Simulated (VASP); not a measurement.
Set up this calculation in VASP 6.6.1, as the native input.

* Task: single point
* Functional: PBE
* Potentials or basis: VASP PAW PBE potentials, release 64 (B, N)
* Cutoff: 520 eV
* k mesh: 6 × 6 × 6
* Occupations: gaussian, width 0.05 eV
* Spin: no spin polarisation
* Dipole correction: no
* Further INCAR settings: ALGO = Normal; EDIFF = 1e-06; NBANDS = 16

The structure of BN lies in POSCAR:

```
BN
1.0
    0.0000000000     -1.8123937734     -1.8123937734
   -1.8123937734      0.0000000000     -1.8123937734
    1.8123937734      1.8123937734     -3.6247875468
B N
2 2
Direct
    0.0349549543     -0.0042206207      0.0000000000
    0.4650450457      0.5042206207      0.5000000000
    0.4107716880      0.3706807632      0.8750000000
    0.8392283120      0.8793192368      0.3750000000
```

This cell differs from its parent crystal: mode 4 frozen in at -0.017 Å and mode 5 at -0.085 Å (largest displacements).

The input as run:

INCAR

```
SYSTEM = BN
  PREC = Accurate
  ENCUT = 520
  EDIFF = 1E-6
  ISMEAR = 0
  SIGMA = 0.05
  LREAL = .FALSE.
  LASPH = .TRUE.
  NELM = 60
  ALGO = Normal
  ISIF = 2
  LWAVE = .FALSE.
  LCHARG = .FALSE.
  GGA = PE
  NBANDS = 16
```

KPOINTS

```
regular mesh
0
G
  6 6 6
  0 0 0
```

Potentials or basis: VASP PAW PBE potentials, release 64 (B, N).

Command:

```bash
$ cat potpaw_PBE.64/B/POTCAR potpaw_PBE.64/N/POTCAR > POTCAR
$ mpirun -np 1 vasp_std > vasp.out
```

Results of the run:

```json
{
 "Pressure": "0.0 GPa",
 "Largest force": "1.050 eV/Å",
 "Band gap on the k mesh": "4.32 eV, indirect (least direct gap 6.26 eV)"
}
```

Caveat: the k points lie up to 0.48 Å⁻¹ apart; the cell differs from its parent crystal (mode 4 frozen in at -0.017 Å and mode 5 at -0.085 Å (largest displacements)); forces of over 1 eV/Å act on the atoms, so gaps and moduli don't describe the material at rest.

It took 37 s on 1 thread of Intel(R) Xeon(R) Platinum 8488C (Sapphire Rapids) (shared host), peak memory 0.15 GiB.
